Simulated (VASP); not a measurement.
# TePb (Fm-3m) in VASP: single point with PBE

Aim: the single point of TePb with PBE.

Program: VASP 6.6.1. These are calculated values, not measurements. Logs are shortened: lines on timing, memory, paths and dates and some standing lists are left out, and cuts for length are marked.

## (1) The cell of the first run

Symmetry: Fm-3m, No. 225, cubic system. The conventional cell has a = 6.570 Å, b = 6.570 Å, c = 6.570 Å, α = 90.00°, β = 90.00°, γ = 90.00°. Te (site symmetry m-3m) has 6 Pb at 3.28 Å within 4.3 Å. Within 4.3 Å of Pb (site symmetry m-3m) lie 6 Te at 3.28 Å.

## (2) Single point, PBE

INCAR

```
PREC = Accurate ; ENCUT = 520
EDIFF = 1E-7 ; ISMEAR = 0
SIGMA = 0.02 ; LREAL = Auto
LASPH = True ; NELM = 100
ALGO = Normal ; ISIF = 2
LWAVE = False ; LCHARG = False
GGA = PE ; NBANDS = 182
```

KPOINTS

```
Automatic mesh
0
Gamma
  2 2 2
  0.5 0.5 0.5
```

POSCAR

```
TePb
1.0
   -6.5695571920      6.5695571920     -6.5695571920
   -6.5695571920     -6.5695571920      6.5695571920
    6.5695571920      6.5695571920      6.5695571920
Te Pb
16 16
Direct
    0.2500000000      0.2500000000      0.5000000000
    0.0000000000      0.5000000000      0.5000000000
    0.0000000000      0.2500000000      0.7500000000
    0.7500000000      0.7500000000      0.5000000000
    0.7500000000      0.5000000000      0.7500000000
    0.7500000000      0.2500000000      0.0000000000
    0.5000000000      0.0000000000      0.5000000000
    0.5000000000      0.7500000000      0.7500000000
    0.5000000000      0.5000000000      0.0000000000
    0.5000000000      0.2500000000      0.2500000000
    0.2500000000      0.0000000000      0.7500000000
    0.2500000000      0.7500000000      0.0000000000
    0.2500000000      0.5000000000      0.2500000000
    0.0000000000      0.0000000000      0.0000000000
    0.0000000000      0.7500000000      0.2500000000
    0.7500000000      0.0000000000      0.2500000000
    0.0000000000      0.0000000000      0.5000000000
    0.7500000000      0.2500000000      0.5000000000
    0.7500000000      0.0000000000      0.7500000000
    0.5000000000      0.5000000000      0.5000000000
    0.5000000000      0.2500000000      0.7500000000
    0.5000000000      0.0000000000      0.0000000000
    0.2500000000      0.7500000000      0.5000000000
    0.2500000000      0.5000000000      0.7500000000
    0.2500000000      0.2500000000      0.0000000000
    0.2500000000      0.0000000000      0.2500000000
    0.0000000000      0.7500000000      0.7500000000
    0.0000000000      0.5000000000      0.0000000000
    0.0000000000      0.2500000000      0.2500000000
    0.7500000000      0.7500000000      0.0000000000
    0.7500000000      0.5000000000      0.2500000000
    0.5000000000      0.7500000000      0.2500000000
```

Potentials or basis: VASP PAW PBE potentials, release 64 (Te, Pb_d).

Launch:

```console
> cat potpaw_PBE.64/Te/POTCAR potpaw_PBE.64/Pb_d/POTCAR > POTCAR
> mpirun -np 1 vasp_std > vasp.out
```

OUTCAR:

```text
PREC = Accurate
   ENCUT = 520
   EDIFF = 1E-7
   ISMEAR = 0
   LREAL = Auto
   LASPH = True
   NELM = 100
   ISIF = 2
   GGA = PE

 ion  position               nearest neighbor table
   1  0.250  0.250  0.500-  17 3.28  20 3.28  21 3.28  24 3.28  26 3.28  29 3.28
   2  0.000  0.500  0.500-  18 3.28  23 3.28  24 3.28  27 3.28  29 3.28  31 3.28
   3  0.000  0.250  0.750-  17 3.28  18 3.28  19 3.28  24 3.28  25 3.28  28 3.28
   4  0.750  0.750  0.500-  17 3.28  19 3.28  20 3.28  27 3.28  31 3.28  32 3.28
   5  0.750  0.500  0.750-  18 3.28  20 3.28  21 3.28  27 3.28  28 3.28  30 3.28
   6  0.750  0.250  0.000-  19 3.28  21 3.28  22 3.28  28 3.28  29 3.28  31 3.28
[... 24 lines left out ...]
  31  0.750  0.500  0.250-   2 3.28   4 3.28   6 3.28   9 3.28  10 3.28  15 3.28
  32  0.500  0.750  0.250-   4 3.28   7 3.28   9 3.28  12 3.28  13 3.28  16 3.28

  LATTYP: Found a body centered cubic cell.
 ALAT       =    13.1391143840

  Lattice vectors:

 A1 = (  -6.5695571920,   6.5695571920,  -6.5695571920)
 A2 = (  -6.5695571920,  -6.5695571920,   6.5695571920)
 A3 = (   6.5695571920,   6.5695571920,   6.5695571920)

Analysis of symmetry for initial positions (statically):
=====================================================================
 Subroutine PRICEL returns following result:

  LATTYP: Found a face centered cubic cell.
 ALAT       =     6.5695571920

  Lattice vectors:

 A1 = (   0.0000000000,  -3.2847785960,   3.2847785960)
 A2 = (   3.2847785960,  -3.2847785960,   0.0000000000)
 A3 = (   3.2847785960,   0.0000000000,   3.2847785960)

  16 primitive cells build up your supercell.

 Routine SETGRP: Setting up the symmetry group for a
 body centered cubic supercell.

 Subroutine GETGRP returns: Found 48 space group operations
 (whereof 48 operations were pure point group operations)
 out of a pool of 48 trial point group operations.

The static configuration has the point symmetry O_h .

Analysis of symmetry for dynamics (positions and initial velocities):
=====================================================================
 Subroutine PRICEL returns following result:

  LATTYP: Found a face centered cubic cell.
 ALAT       =     6.5695571920

  Lattice vectors:

 A1 = (   0.0000000000,  -3.2847785960,   3.2847785960)
 A2 = (   3.2847785960,  -3.2847785960,   0.0000000000)
 A3 = (   3.2847785960,   0.0000000000,   3.2847785960)

  16 primitive cells build up your supercell.

 Routine SETGRP: Setting up the symmetry group for a
 body centered cubic supercell.

 Subroutine GETGRP returns: Found 48 space group operations
 (whereof 48 operations were pure point group operations)
 out of a pool of 48 trial point group operations.

The dynamic configuration has the point symmetry O_h .

 Subroutine INISYM returns: Found 48 space group operations
 (whereof 48 operations are pure point group operations),
 and found    16 'primitive' translations

----------------------------------------------------------------------------------------

                                     Primitive cell

  volume of cell :      70.8840

  direct lattice vectors                    reciprocal lattice vectors
     0.000000000 -3.284778596  3.284778596    -0.152217261 -0.152217261  0.152217261
     3.284778596 -3.284778596  0.000000000     0.152217261 -0.152217261 -0.152217261
     3.284778596  0.000000000  3.284778596     0.152217261  0.152217261  0.152217261

  length of vectors
     4.645378440  4.645378440  4.645378440     0.263648029  0.263648029  0.263648029

  position of ions in fractional coordinates (direct lattice)
     1.000000000  0.000000000  0.000000000
     0.500000000  0.500000000  0.500000000

  ion indices of the primitive-cell ions
   primitive index   ion index
                 1           1
                 2          17

----------------------------------------------------------------------------------------

 KPOINTS: Automatic mesh

Automatic generation of k-mesh.
 Grid dimensions read from file:
 generate k-points for:    2    2    2

 Generating k-lattice:

  Cartesian coordinates                     Fractional coordinates (reciprocal lattice)
    -0.038054315  0.038054315  0.000000000     0.500000000  0.000000000  0.000000000
    -0.038054315  0.000000000  0.038054315     0.000000000  0.500000000  0.000000000
     0.000000000  0.038054315  0.038054315     0.000000000  0.000000000  0.500000000

  Length of vectors
     0.053816929  0.053816929  0.053816929

  Shift w.r.t. Gamma in fractional coordinates (k-lattice)
     0.500000000  0.500000000  0.500000000

 Subroutine IBZKPT returns following result:
 ===========================================

 Found      2 irreducible k-points:

 Following reciprocal coordinates:
            Coordinates               Weight
  0.250000  0.250000  0.250000      2.000000
 -0.250000  0.250000  0.250000      6.000000
   k-points           NKPTS =      2   k-points in BZ     NKDIM =      2   number of bands    NBANDS=    182
   number of dos      NEDOS =    301   number of ions     NIONS =     32
   total plane-waves  NPLWV = 729000
   dimension x,y,z NGX =    90 NGY =   90 NGZ =   90
   dimension x,y,z NGXF=   180 NGYF=  180 NGZF=  180
   ions per type =              16  16
   NGX,Y,Z   is equivalent  to a cutoff of  13.15, 13.15, 13.15 a.u.
   NGXF,Y,Z  is equivalent  to a cutoff of  26.30, 26.30, 26.30 a.u.
 SYSTEM =  unknown system
   PREC   = accura    normal or accurate (medium, high low for compatibility)
   ISTART =      0    job   : 0-new  1-cont  2-samecut
   ICHARG =      2    charge: 1-file 2-atom 10-const
   ISPIN  =      1    spin polarized calculation?
   LNONCOLLINEAR =      F non collinear calculations
   LSORBIT =      F    spin-orbit coupling
   LASPH  =      T    aspherical Exc in radial PAW
   ENCUT  =  520.0 eV  38.22 Ry    6.18 a.u.  21.16 21.16 21.16*2*pi/ulx,y,z
   NELM   =    100;   NELMIN=  2; NELMDL= -5     # of ELM steps
   EDIFF  = 0.1E-06   stopping-criterion for ELM
   LREAL  =      T    real-space projection
   EDIFFG = 0.1E-05   stopping-criterion for IOM
   NSW    =      0    number of steps for IOM
   IBRION =     -1    ionic relax: 0-MD 1-quasi-New 2-CG
   NFREE  =      0    steps in history (QN), initial steepest desc. (CG)
   ISIF   =      2    stress and relaxation
   ISYM   =      2    0-nonsym 1-usesym 2-fastsym
   POTIM  = 0.5000    time-step for ionic-motion
   TEBEG  =    0.0;   TEEND  =   0.0 temperature during run
   PSTRESS=    0.0 pullay stress
   NELECT =     320.0000    total number of electrons
   NUPDOWN=      -1.0000    fix difference up-down
   EMIN   =  10.00;   EMAX   =-10.00  energy-range for DOS
   EFERMI =   0.00;   METHOD = LEGACY
   ISMEAR =     0;   SIGMA  =   0.02  broadening in eV -4-tet -1-fermi 0-gaus
   EFERMI_NEDOS =   21; number of points for ismear=-14 and -15
   IALGO  =     38    algorithm
   IMIX   =      4    mixing-type and parameters
     AMIX     =   0.40;   BMIX     =  1.00
     AMIX_MAG =   1.60;   BMIX_MAG =  1.00
  volume/ion in A,a.u.               =      35.44       239.17
  Fermi-wavevector in a.u.,A,eV,Ry     =   1.073747  2.029088 15.686608  1.152933
  Thomas-Fermi vector in A             =   2.209556
   LORBIT       =      0    0 simple, 1 ext, 2 COOP (PROOUT), +10 PAW based schemes
   GGA     = PE    functional components
   LHFCALC =     F    Hartree Fock is set to
   AEXX    =    0.0000 exact exchange contribution
   IVDW    =     0    specifies the selected vdW correction
   LEPSILON=     F    determine dielectric tensor
   LRPA    =     F    only Hartree local field effects (RPA)
 non-spin polarized calculation
 Gauss-broadening in eV      SIGMA  =   0.02
  energy-cutoff  :      520.00
  volume of cell :     1134.14
 maximum number of plane-waves:     30620
 NGX is ok and might be reduce to    90
   NGX = 43   NGY = 43   NGZ = 43

 number of electron     320.0000045 magnetization

 Free energy of the ion-electron system (eV)
  ---------------------------------------------------
  ext. energy  EPLUGINS =         0.00000000
  ---------------------------------------------------
  free energy    TOTEN  =      -120.31546125 eV

  energy without entropy =     -120.31546125  energy(sigma->0) =     -120.31546125

 E-fermi :   4.7312     XC(G=0):  -9.0812

 val. band max:        4.6280310566   @ k =  -0.2500   0.2500   0.2500
 cond. band min:       6.3148935182   @ k =  -0.2500   0.2500   0.2500
 fundamental gap:      1.6868624617
 Fermi energy:         4.7312288515

 k-point     1 :       0.2500    0.2500    0.2500
  band No.  band energies     occupation
      1     -11.6793      2.00000
      2     -11.6793      2.00000
      3     -11.6793      2.00000
      4     -11.6793      2.00000
      5     -11.6793      2.00000
      6     -11.6793      2.00000
[... 164 lines left out ...]
    171       7.5008      0.00000
    172       7.5008      0.00000

 k-point     2 :      -0.2500    0.2500    0.2500
  band No.  band energies     occupation
      1     -11.6919      2.00000
      2     -11.6919      2.00000
      3     -11.6893      2.00000
      4     -11.6778      2.00000
      5     -11.6778      2.00000
      6     -11.6778      2.00000
[... 164 lines left out ...]
    171       6.6151      0.00000
    172       6.6151      0.00000
 [bands above 172 left out]

------------------------ aborting loop because EDIFF is reached ----------------------------------------

  FORCE on cell =-STRESS in cart. coord.  units (eV):
  Direction    XX          YY          ZZ          XY          YZ          ZX
  --------------------------------------------------------------------------------------
  -------------------------------------------------------------------------------------
  Total       -0.7485255     -0.7485255     -0.7485255     -0.0000000     -0.0000000      0.0000000
  in kB       -1.0574234     -1.0574234     -1.0574234     -0.0000000     -0.0000000      0.0000000
  external PRESSURE =      -1.0574234 kB  Pullay stress =       0.0000000 kB

 VOLUME and BASIS-vectors are now :
 -----------------------------------------------------------------------------
  energy-cutoff  :      520.00
  volume of cell :     1134.14
      direct lattice vectors                 reciprocal lattice vectors
    -6.569557192  6.569557192 -6.569557192    -0.076108630  0.076108630  0.000000000
    -6.569557192 -6.569557192  6.569557192    -0.076108630  0.000000000  0.076108630
     6.569557192  6.569557192  6.569557192     0.000000000  0.076108630  0.076108630

 POSITION                                       TOTAL-FORCE (eV/Angst)
 -----------------------------------------------------------------------------------
      0.00000      3.28478      3.28478         0.000000     -0.000000      0.000000
      0.00000      0.00000      6.56956        -0.000000     -0.000000     -0.000000
      3.28478      3.28478      6.56956        -0.000000      0.000000      0.000000
     -6.56956      3.28478      3.28478        -0.000000     -0.000000     -0.000000
     -3.28478      6.56956      3.28478         0.000000     -0.000000      0.000000
     -6.56956      3.28478     -3.28478         0.000000      0.000000     -0.000000
[... 24 lines left out ...]
     -6.56956      3.28478      0.00000        -0.000000      0.000000     -0.000000
     -6.56956      0.00000      3.28478         0.000000     -0.000000      0.000000
 -----------------------------------------------------------------------------------
    total drift:                                0.000000      0.000000      0.000000

  FREE ENERGIE OF THE ION-ELECTRON SYSTEM (eV)
  ---------------------------------------------------
  free  energy   TOTEN  =      -120.3154612453 eV

  energy  without entropy=     -120.3154612453  energy(sigma->0) =     -120.31546125
```

Run time: 34 min. Hardware: 1 thread of Oxide Virtual Turin-like, shared host; peak memory 1.4 GiB.

Results:

| Quantity | Value |
| --- | --- |
| Free energy | -120.3155 eV |
| Pressure | -0.1 GPa |
| Band gap on the k mesh | 1.69 eV |

Levels at points of the mesh, in eV from the valence-band top:
```csv
k point,band 156,band 157,band 158,band 159,band 160,band 161,band 162,band 163,band 164,band 165
"(0.25, 0.25, 0.25)",-0.64,-0.22,-0.22,-0.22,-0.22,2.52,2.52,2.52,2.52,2.87
```

Caveat: spin-orbit coupling is left out, which moves the levels of the heavy elements; a shifted mesh leaves out Γ, where band edges can lie. A k mesh can miss the band edges.
